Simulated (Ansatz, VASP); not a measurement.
## KPt: VASP beside Ansatz

INCAR

```
PREC     = Accurate       # precision mode
ENCUT    = 500            # plane-wave cutoff, eV
EDIFF    = 1E-6           # SCF threshold, eV
ISMEAR   = -1             # smearing method
SIGMA    = 0.08           # smearing width, eV
LREAL    = False          # projectors in reciprocal space
LASPH    = True           # aspherical terms in the spheres
NELM     = 200            # most SCF steps
ALGO     = Normal         # electronic algorithm
ISIF     = 2              # what is computed and relaxed
LWAVE    = False          # write WAVECAR
LCHARG   = False          # write CHGCAR
ISPIN    = 2              # spin polarisation
MAGMOM   = 0 0.6          # initial moments
LORBIT   = 11             # projections on sites
LMAXMIX  = 4              # l up to which the mixer works
GGA      = CA             # functional
NBANDS   = 20             # bands
GGA_COMPAT= False
```

The input KPOINTS:

```
regular mesh
0
Gamma
  11 11 6
```

The input POSCAR:

```
KPt
1.0
    3.0008472788      0.0000000000      0.0000000000
   -1.5004236394      2.5988099763      0.0000000000
    0.0000000000      0.0000000000      5.3455780000
K Pt
1 1
Direct
    0.0000000000      0.0000000000      0.5000000000
    0.6666666667      0.3333333333      0.0000000000
```

Input for Ansatz:

```yaml
crystal:
  lattice:
    - [3.0008472788, 0.0, 0.0]
    - [-1.5004236394, 2.5988099763, 0.0]
    - [0.0, 0.0, 5.345578]
  atoms:
    - { symbol: K, position: [0.0, 0.0, 0.5] }
    - { symbol: Pt, position: [0.6666666667, 0.3333333333, 0.0], spin: 0.6 }
magnetization:
  spin_polarized: true
kpoints:
  mp_grid: { grid: [11, 11, 6] }
scf:
  occupations: { method: fermi_dirac, width: 0.08 }
  lower_state_search: light
hamiltonian:
  xc: lda
  pseudopotentials: { kind: paw }
output:
  forces: true
  stress: true
  eigenvalues: true
```

Alike in both runs: task single point; functional LDA; k mesh 11 × 11 × 6; occupations fermi-dirac, width 0.08 eV; collinear spin.

|  | VASP | Ansatz |
| --- | --- | --- |
| version | VASP 6.6.1 | Ansatz 0.2.0 |
| potentials or method | VASP PAW LDA potentials, release 64 (K_sv, Pt) | PAW with Ansatz's default frozen-core files, scalar-relativistic |
| plane-wave cutoff (eV) | 500 | 420 |
| valence electrons in the cell | 19 | 27 |

```tsv
	VASP	Ansatz	Ansatz less VASP
pressure (GPa)	-6.7	-7.1	-0.42
traceless stress, the component that is largest in VASP (GPa)	1.12	1.18	+0.058
net moment per atom (μB)	0.00	0.00	0.000
```

LDA's correlation is that of Perdew and Zunger in VASP and of Perdew and Wang (1992) in Ansatz. VASP's potentials hold 19 valence electrons a cell and Ansatz's 27, so a difference there can come from the potentials and not from the codes. Ansatz's warnings: seeded moment not kept.

Neither program's run includes spin-orbit coupling.
